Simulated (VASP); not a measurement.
# MnO (P6_3/mmc) in VASP: single point with LDA

Aim: the single point of MnO with LDA.

Everything below comes from runs of VASP 6.6.1. Logs are shortened: lines on timing, memory, paths and dates and some standing lists are left out, and cuts for length are marked.

## Step 1: The cell of the first run

The structure is hexagonal, space group P6_3/mmc (No. 194). The conventional cell has a = 3.078 Å, b = 3.078 Å, c = 5.300 Å, α = 90.00°, β = 90.00°, γ = 120.00°. Within 2.9 Å of Mn (site symmetry -3m) lie 6 O at 2.22 Å and 2 Mn at 2.65 Å. O (site symmetry -6m2) has 6 Mn at 2.22 Å within 2.9 Å.

## Step 2: Single point, LDA, collinear spin, antiferromagnetic start

File INCAR:

```
SYSTEM = MnO
PREC = Accurate ; ENCUT = 520
EDIFF = 1E-6 ; ISMEAR = 0
SIGMA = 0.05 ; LREAL = .False.
LASPH = .True. ; NELM = 150
ALGO = Normal ; ISIF = 2
LWAVE = .False. ; LCHARG = .True.
ISPIN = 2 ; MAGMOM = 5 -5 0 0
LORBIT = 11 ; LMAXMIX = 4
GGA = CA ; LELF = .True.
LVHAR = .True. ; NBANDS = 31
```

File KPOINTS:

```
Automatic mesh
0
Gamma
  12 12 8
  0 0 0
```

File POSCAR:

```
MnO
1.0
    3.0779632574      0.0000000000      0.0000000000
   -1.5389816287      2.6655943729      0.0000000000
    0.0000000000      0.0000000000      5.2995560115
Mn O
2 2
Direct
    0.0000000000      0.0000000000      0.0000000000
    0.0000000000      0.0000000000      0.5000000000
    0.3333333333      0.6666666667      0.2499993605
    0.6666666667      0.3333333333      0.7500006395
```

Potentials or basis: VASP PAW LDA potentials, release 64 (Mn_pv, O).

Started as:

```sh
$ cat potpaw_LDA.64/Mn_pv/POTCAR potpaw_LDA.64/O/POTCAR > POTCAR
$ mpirun -np 1 vasp_std > vasp.out
```

OUTCAR:

```text
SYSTEM = MnO
   PREC = Accurate
   ENCUT = 520
   EDIFF = 1E-6
   ISMEAR = 0
   LREAL = .False.
   LASPH = .True.
   NELM = 150
   ISIF = 2
   ISPIN = 2
   LORBIT = 11
   GGA = CA

 ion  position               nearest neighbor table
   1  0.000  0.000  0.000-   3 2.22   4 2.22   4 2.22   3 2.22   4 2.22   3 2.22   2 2.65   2 2.65

   2  0.000  0.000  0.500-   3 2.22   4 2.22   4 2.22   3 2.22   4 2.22   3 2.22   1 2.65   1 2.65

   3  0.333  0.667  0.250-   1 2.22   1 2.22   1 2.22   2 2.22   2 2.22   2 2.22
   4  0.667  0.333  0.750-   1 2.22   1 2.22   1 2.22   2 2.22   2 2.22   2 2.22

  LATTYP: Found a hexagonal cell.
 ALAT       =     3.0779632574
 C/A-ratio  =     1.7217736433

  Lattice vectors:

 A1 = (   3.0779632574,   0.0000000000,   0.0000000000)
 A2 = (  -1.5389816287,   2.6655943729,   0.0000000000)
 A3 = (   0.0000000000,   0.0000000000,   5.2995560115)

Analysis of symmetry for initial positions (statically):
=====================================================================
 Subroutine PRICEL returns:
 Original cell was already a primitive cell.

 Routine SETGRP: Setting up the symmetry group for a
 hexagonal supercell.

 Subroutine GETGRP returns: Found 24 space group operations
 (whereof 12 operations were pure point group operations)
 out of a pool of 24 trial point group operations.

The static configuration has the point symmetry D_3d.
 The point group associated with its full space group is D_6h.

Analysis of symmetry for dynamics (positions and initial velocities):
=====================================================================
 Subroutine PRICEL returns:
 Original cell was already a primitive cell.

 Routine SETGRP: Setting up the symmetry group for a
 hexagonal supercell.

 Subroutine GETGRP returns: Found 24 space group operations
 (whereof 12 operations were pure point group operations)
 out of a pool of 24 trial point group operations.

The dynamic configuration has the point symmetry D_3d.
 The point group associated with its full space group is D_6h.

Analysis of structural, dynamic, and magnetic symmetry:
=====================================================================
 Subroutine PRICEL returns:
 Original cell was already a primitive cell.

 Routine SETGRP: Setting up the symmetry group for a
 hexagonal supercell.

 Subroutine GETGRP returns: Found 24 space group operations
 (whereof 12 operations were pure point group operations)
 out of a pool of 24 trial point group operations.

The overall configuration has the point symmetry D_3d.
 The point group associated with its full space group is D_6h.

 Subroutine INISYM returns: Found 24 space group operations
 (whereof 12 operations are pure point group operations),
 and found     1 'primitive' translations

----------------------------------------------------------------------------------------

                                     Primitive cell

  volume of cell :      43.4807

  direct lattice vectors                    reciprocal lattice vectors
     3.077963257  0.000000000  0.000000000     0.324890168  0.187575426  0.000000000
    -1.538981629  2.665594373  0.000000000     0.000000000  0.375150852  0.000000000
     0.000000000  0.000000000  5.299556011     0.000000000  0.000000000  0.188695053

  length of vectors
     3.077963257  3.077963257  5.299556011     0.375150852  0.375150852  0.188695053

  position of ions in fractional coordinates (direct lattice)
     0.000000000  0.000000000  0.000000000
     0.000000000  0.000000000  0.500000000
     0.333333333  0.666666667  0.249999360
     0.666666667  0.333333333  0.750000640

  ion indices of the primitive-cell ions
   primitive index   ion index
                 1           1
                 2           2
                 3           3
                 4           4

----------------------------------------------------------------------------------------

 KPOINTS: Automatic mesh

Automatic generation of k-mesh.
 Grid dimensions read from file:
 generate k-points for:   12   12    8

 Generating k-lattice:

  Cartesian coordinates                     Fractional coordinates (reciprocal lattice)
     0.027074181  0.015631285  0.000000000     0.083333333 -0.000000000  0.000000000
     0.000000000  0.031262571  0.000000000     0.000000000  0.083333333  0.000000000
     0.000000000  0.000000000  0.023586882     0.000000000  0.000000000  0.125000000

  Length of vectors
     0.031262571  0.031262571  0.023586882

  Shift w.r.t. Gamma in fractional coordinates (k-lattice)
     0.000000000  0.000000000  0.000000000

 Subroutine IBZKPT returns following result:
 ===========================================

 Found     95 irreducible k-points:

 Following reciprocal coordinates:
            Coordinates               Weight
  0.000000  0.000000  0.000000      1.000000
  0.083333 -0.000000  0.000000      6.000000
  0.166667 -0.000000  0.000000      6.000000
  0.250000  0.000000  0.000000      6.000000
  0.333333  0.000000  0.000000      6.000000
  0.416667 -0.000000  0.000000      6.000000
[... 16 lines left out ...]
  0.250000  0.000000  0.125000     12.000000
  0.333333  0.000000  0.125000     12.000000
 [... further k-points ...]
   k-points           NKPTS =     95   k-points in BZ     NKDIM =     95   number of bands    NBANDS=     31
   number of dos      NEDOS =    301   number of ions     NIONS =      4
   total plane-waves  NPLWV =  23040
   dimension x,y,z NGX =    24 NGY =   24 NGZ =   40
   dimension x,y,z NGXF=    48 NGYF=   48 NGZF=   80
   ions per type =               2   2
   NGX,Y,Z   is equivalent  to a cutoff of  12.96, 12.96, 12.55 a.u.
   NGXF,Y,Z  is equivalent  to a cutoff of  25.93, 25.93, 25.10 a.u.
 SYSTEM =  MnO
   PREC   = accura    normal or accurate (medium, high low for compatibility)
   ISTART =      0    job   : 0-new  1-cont  2-samecut
   ICHARG =      2    charge: 1-file 2-atom 10-const
   ISPIN  =      2    spin polarized calculation?
   LNONCOLLINEAR =      F non collinear calculations
   LSORBIT =      F    spin-orbit coupling
   LASPH  =      T    aspherical Exc in radial PAW
   ENCUT  =  520.0 eV  38.22 Ry    6.18 a.u.   5.72  5.72  9.85*2*pi/ulx,y,z
   NELM   =    150;   NELMIN=  2; NELMDL= -5     # of ELM steps
   EDIFF  = 0.1E-05   stopping-criterion for ELM
   LREAL  =      F    real-space projection
   EDIFFG = 0.1E-04   stopping-criterion for IOM
   NSW    =      0    number of steps for IOM
   IBRION =     -1    ionic relax: 0-MD 1-quasi-New 2-CG
   NFREE  =      0    steps in history (QN), initial steepest desc. (CG)
   ISIF   =      2    stress and relaxation
   ISYM   =      2    0-nonsym 1-usesym 2-fastsym
   POTIM  = 0.5000    time-step for ionic-motion
   TEBEG  =    0.0;   TEEND  =   0.0 temperature during run
   PSTRESS=    0.0 pullay stress
   NELECT =      38.0000    total number of electrons
   NUPDOWN=      -1.0000    fix difference up-down
   EMIN   =  10.00;   EMAX   =-10.00  energy-range for DOS
   EFERMI =   0.00;   METHOD = LEGACY
   ISMEAR =     0;   SIGMA  =   0.05  broadening in eV -4-tet -1-fermi 0-gaus
   EFERMI_NEDOS =   21; number of points for ismear=-14 and -15
   IALGO  =     38    algorithm
   IMIX   =      4    mixing-type and parameters
     AMIX     =   0.40;   BMIX     =  1.00
     AMIX_MAG =   1.60;   BMIX_MAG =  1.00
  volume/ion in A,a.u.               =      10.87        73.36
  Fermi-wavevector in a.u.,A,eV,Ry     =   1.565202  2.957803 33.332328  2.449857
  Thomas-Fermi vector in A             =   2.667713
   LORBIT       =     11    0 simple, 1 ext, 2 COOP (PROOUT), +10 PAW based schemes
   GGA     = CA    functional components
   LHFCALC =     F    Hartree Fock is set to
   AEXX    =    0.0000 exact exchange contribution
   IVDW    =     0    specifies the selected vdW correction
   LEPSILON=     F    determine dielectric tensor
   LRPA    =     F    only Hartree local field effects (RPA)
 spin polarized calculation
 Gauss-broadening in eV      SIGMA  =   0.05
  energy-cutoff  :      520.00
  volume of cell :       43.48
 maximum number of plane-waves:      1186
 NGX is ok and might be reduce to    24
   NGX = 11   NGY = 11   NGZ = 19

 number of electron      38.0000000 magnetization      -0.0000000

 number of electron      38.0000021 magnetization       0.0000000

 Free energy of the ion-electron system (eV)
  ---------------------------------------------------
  ext. energy  EPLUGINS =         0.00000000
  ---------------------------------------------------
  free energy    TOTEN  =       -35.32670338 eV

  energy without entropy =      -35.32670338  energy(sigma->0) =      -35.32670338

 E-fermi :   6.8787     XC(G=0): -12.4208

 val. band max:        6.7057958208   @ k =   0.5000   0.0000   0.5000
 cond. band min:       7.0514245418   @ k =   0.5000   0.0000   0.5000
 fundamental gap:      0.3456287210
 Fermi energy:         6.8787203557

 spin component 1

 k-point     1 :       0.0000    0.0000    0.0000
  band No.  band energies     occupation
      1     -42.5616      1.00000
      2     -42.4504      1.00000
      3     -42.4504      1.00000
      4     -38.5467      1.00000
      5     -38.3633      1.00000
      6     -38.3633      1.00000
[... 805 lines left out ...]
     30      19.5328      0.00000
     31      20.7730      0.00000

 [... further k-points ...]

 spin component 2

 k-point     1 :       0.0000    0.0000    0.0000
  band No.  band energies     occupation
      1     -42.5613      1.00000
      2     -42.4501      1.00000
      3     -42.4501      1.00000
      4     -38.5470      1.00000
      5     -38.3636      1.00000
      6     -38.3636      1.00000
[... 805 lines left out ...]
     30      19.1997      0.00000
     31      20.7623      0.00000

 [... further k-points ...]
[... 5 lines left out ...]
  --------------------------------------------------------------------------------------
  -------------------------------------------------------------------------------------
  Total       -4.0670081     -4.0670081     -4.4877054      0.0000000      0.0000000      0.0000000
  in kB     -149.8610041   -149.8610041   -165.3628478      0.0000000      0.0000000      0.0000000
  external PRESSURE =    -155.0282853 kB  Pullay stress =       0.0000000 kB

 VOLUME and BASIS-vectors are now :
 -----------------------------------------------------------------------------
  energy-cutoff  :      520.00
  volume of cell :       43.48
      direct lattice vectors                 reciprocal lattice vectors
     3.077963257  0.000000000  0.000000000     0.324890168  0.187575426  0.000000000
    -1.538981629  2.665594373  0.000000000     0.000000000  0.375150852  0.000000000
     0.000000000  0.000000000  5.299556011     0.000000000  0.000000000  0.188695053

 POSITION                                       TOTAL-FORCE (eV/Angst)
 -----------------------------------------------------------------------------------
      0.00000      0.00000      0.00000        -0.000000      0.000000      0.000000
      0.00000      0.00000      2.64978        -0.000000      0.000000      0.000000
     -0.00000      1.77706      1.32489        -0.000000      0.000000     -0.000000
      1.53898      0.88853      3.97467         0.000000     -0.000000      0.000000
 -----------------------------------------------------------------------------------
    total drift:                                0.000000     -0.000000      0.000000

  FREE ENERGIE OF THE ION-ELECTRON SYSTEM (eV)
  ---------------------------------------------------
  free  energy   TOTEN  =       -35.3267033835 eV

  energy  without entropy=      -35.3267033825  energy(sigma->0) =      -35.32670338

 total charge

# of ion       s       p       d       tot
------------------------------------------
    1        0.215   6.191   5.026  11.432
    2        0.215   6.191   5.026  11.432
    3        1.551   3.372   0.000   4.923
    4        1.551   3.372   0.000   4.923
--------------------------------------------------
tot          3.531  19.127  10.051  32.709

 magnetization (x)

# of ion       s       p       d       tot
------------------------------------------
    1        0.009   0.006   4.061   4.077
    2       -0.009  -0.006  -4.061  -4.077
    3        0.000   0.000   0.000   0.000
    4        0.000   0.000   0.000   0.000
--------------------------------------------------
tot         -0.000   0.000   0.000  -0.000
```

Wall time 3.4 min (1 thread of Intel Xeon Platinum 8259CL at 2.50GHz (Skylake/Cascade Lake), shared host); peak memory 0.27 GiB.

Results:

| Item | Value |
| --- | --- |
| Free energy | -35.3267 eV |
| Pressure | -15.5 GPa |
| Band gap on the k mesh | 0.35 eV, direct |
| Net moment | 0.00 μB per cell |
| Site moments | Mn +4.08, -4.08; O +0.00 μB |
| Valence electrons inside the program's atomic spheres | Mn 11.43; O 4.92 |

Stress tensor (GPa, compression positive):
```
-14.99   0.00   0.00
  0.00 -14.99   0.00
  0.00   0.00 -16.54
```
